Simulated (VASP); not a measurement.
Input of a VASP 6.6.1 run:

Contents of INCAR:

```
PREC     = Accurate       # precision mode
ENCUT    = 520            # plane-wave cutoff, eV
EDIFF    = 1E-6           # SCF threshold, eV
ISMEAR   = 0              # smearing method
SIGMA    = 0.15           # smearing width, eV
LREAL    = False          # projectors in reciprocal space
LASPH    = True           # aspherical terms in the spheres
NELM     = 100            # most SCF steps
ALGO     = Normal         # electronic algorithm
ISIF     = 2              # what is computed and relaxed
LWAVE    = False          # write WAVECAR
LCHARG   = False          # write CHGCAR
GGA      = PS             # functional
NBANDS   = 16             # bands
```

Contents of KPOINTS:

```
regular mesh
0
Gamma
  18 18 18
```

POSCAR

```
WC
1.0
    0.0000000000      2.1926840000      2.1049766400
    2.1926840000      0.0000000000      2.1049766400
    2.1926840000      2.1926840000      0.0000000000
W C
1 1
Direct
    0.0000000000      0.0000000000      0.0000000000
    0.5000000000      0.5000000000      0.5000000000
```

Potentials or basis: VASP PAW PBE potentials, release 64 (W_sv, C).

Command:

```sh
$ cat potpaw_PBE.64/W_sv/POTCAR potpaw_PBE.64/C/POTCAR > POTCAR
$ mpirun -np 1 vasp_std > vasp.out
```

(1) Predict the pressure.

(2) Estimate the band gap on the k mesh.

Results:

(1) 8.0 GPa.

(2) zero (band 9 reaches 13.85 eV, above the bottom of band 10 at 10.75 eV).

Caveat: the cell differs from its parent crystal (strain +0.000 along x and y, -0.040 along z); the PAW data sets were made with another functional, which shifts forces and pressure a little; spin-orbit coupling is left out, which moves the levels of the heavy elements.
